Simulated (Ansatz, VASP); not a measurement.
# Hg in VASP and in Ansatz

```
Hg
1.0
     2.23398   -2.04586    0.00000
     2.23398    2.04586    0.00000
    -0.34874    0.00000    3.03980
Hg
1
Direct
  0.50000 0.50000 0.50000
```

Alike in both runs: task electric field gradients; functional PBE; k mesh 6 × 6 × 6; no spin polarisation; Hubbard terms Hg d U = 4.9 eV.

```csv
,VASP,Ansatz
version,VASP 6.6.1,Ansatz 0.2.0
potentials or method,"VASP PAW PBE potentials, release 64 (Hg), cutoff 520 eV","scalar-relativistic, plane waves, PAW"
occupations,"fermi-dirac, width 0.051704 eV",fermi-dirac
valence electrons in the cell,12,20
```

|  | VASP | Ansatz | Ansatz less VASP |
| --- | --- | --- | --- |
| gap on the k mesh at the Fermi level (eV) | none | none | - |
| pressure (GPa) | 0.4 | 1.1 | +0.67 |
| traceless stress, the component that is largest in VASP (GPa) | 0.79 | 0.82 | +0.033 |

The programs project onto different local orbitals, so the same U acts differently, and such runs can settle in different states. A gap of «none» marks a metal or a gap that the smearing closes. VASP's potentials hold 12 valence electrons a cell and Ansatz's 20, so a difference there can come from the potentials and not from the codes. Ansatz's warnings: filled band counts differ across k points.

Spin-orbit coupling is off throughout.
